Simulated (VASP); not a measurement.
Input of a VASP 6.6.1 run:

File INCAR:

```
SYSTEM = Hf
ALGO = Normal
EDIFF = 1E-6
ENCUT = 520
GGA = PE
ISIF = 2
ISMEAR = -1
LASPH = .True.
LCHARG = .False.
LREAL = .False.
LWAVE = .False.
NBANDS = 11
NELM = 80
PREC = Accurate
SIGMA = 0.03
```

File KPOINTS:

```
k-points
0
Gamma
  13 13 13
  0 0 0
```

The input POSCAR:

```
Hf
1.0
    0.0000000000      2.1534000000      2.2200000000
    2.1534000000      0.0000000000      2.2200000000
    2.1534000000      2.1534000000      0.0000000000
Hf
1
Direct
    0.0000000000      0.0000000000      0.0000000000
```

Potentials or basis: VASP PAW PBE potentials, release 64 (Hf_pv).

Command:

```console
$ cat potpaw_PBE.64/Hf_pv/POTCAR > POTCAR
$ mpirun -np 1 vasp_std > vasp.out
```

What does it give for the pressure?

10.5 GPa.

What does it give for the band gap on the k mesh?

Zero (band 5 reaches 6.52 eV, above the bottom of band 6 at 4.61 eV).

Stress tensor (GPa, compression positive):
```
11.03  0.00  0.00
 0.00 11.03  0.00
 0.00  0.00  9.46
```

Caveat: the cell differs from its parent crystal (equal xx and yy strain of -3 %); spin-orbit coupling is left out, which moves the levels of the heavy elements.
